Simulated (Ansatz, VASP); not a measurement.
## HfB2 in VASP and in Ansatz

File INCAR:

```
PREC     = Accurate       # precision mode
ENCUT    = 520            # plane-wave cutoff, eV
EDIFF    = 1E-8           # SCF threshold, eV
ISMEAR   = -1             # smearing method
SIGMA    = 0.05           # smearing width, eV
LREAL    = False          # projectors in reciprocal space
LASPH    = True           # aspherical terms in the spheres
NELM     = 80             # most SCF steps
ALGO     = Normal         # electronic algorithm
ISIF     = 2              # what is computed and relaxed
LWAVE    = False          # write WAVECAR
LCHARG   = False          # write CHGCAR
GGA      = PS             # functional
LEFG     = True         
NBANDS   = 15             # bands
```

KPOINTS

```
Automatic mesh
0
Gamma
  13 13 11
```

Contents of POSCAR:

```
HfB2
1.0
    3.1714001015      0.0000000000      0.0000000000
   -1.5857000508      2.7465130534      0.0000000000
    0.0000000000      0.0000000000      3.4800000000
Hf B
1 2
Direct
    0.0000000000      0.0000000000      0.0000000000
    0.3333333333      0.6666666667      0.5000000000
    0.6666666667      0.3333333333      0.5000000000
```

Input for Ansatz:

```yaml
crystal:
  lattice:
    - [3.1714001015, 0.0, 0.0]
    - [-1.5857000508, 2.7465130534, 0.0]
    - [0.0, 0.0, 3.48]
  atoms:
    - { symbol: Hf, position: [0.0, 0.0, 0.0] }
    - { symbol: B, position: [0.3333333333, 0.6666666667, 0.5] }
    - { symbol: B, position: [0.6666666667, 0.3333333333, 0.5] }
kpoints:
  mp_grid: { grid: [13, 13, 11] }
scf:
  occupations: { method: fermi_dirac, width: 0.05 }
hamiltonian:
  xc: pbesol
  pseudopotentials: { kind: all_electron, datasets: crystal }
output:
  forces: true
  stress: true
  eigenvalues: true
  efg: { contact_densities: true }
```

Change from the starting cell: equal xx and yy strain of +1 %, crystal datasets.

Alike in both runs: task electric field gradients; functional PBEsol; k mesh 13 × 13 × 11; occupations fermi-dirac, width 0.05 eV; no spin polarisation.

```csv
,VASP,Ansatz
version,VASP 6.6.1,Ansatz 0.2.0
potentials or method,"VASP PAW PBE potentials, release 64 (Hf_pv, B), cutoff 520 eV","all-electron PAW with datasets made for the crystal, scalar-relativistic"
```

|  | VASP | Ansatz | Ansatz less VASP |
| --- | --- | --- | --- |
| pressure (GPa) | -9.4 | -9.2 | +0.22 |
| traceless stress, the component that is largest in VASP (GPa) | 1.91 | 1.82 | -0.090 |
| size of Vzz on the site where it differs most (V/Å²) | 76.0 | 107.4 | +31.41 |

VASP's potentials were made for PBE, not for PBEsol. Ansatz ran all-electron here, and VASP with PAW potentials.

Neither program's run includes spin-orbit coupling.
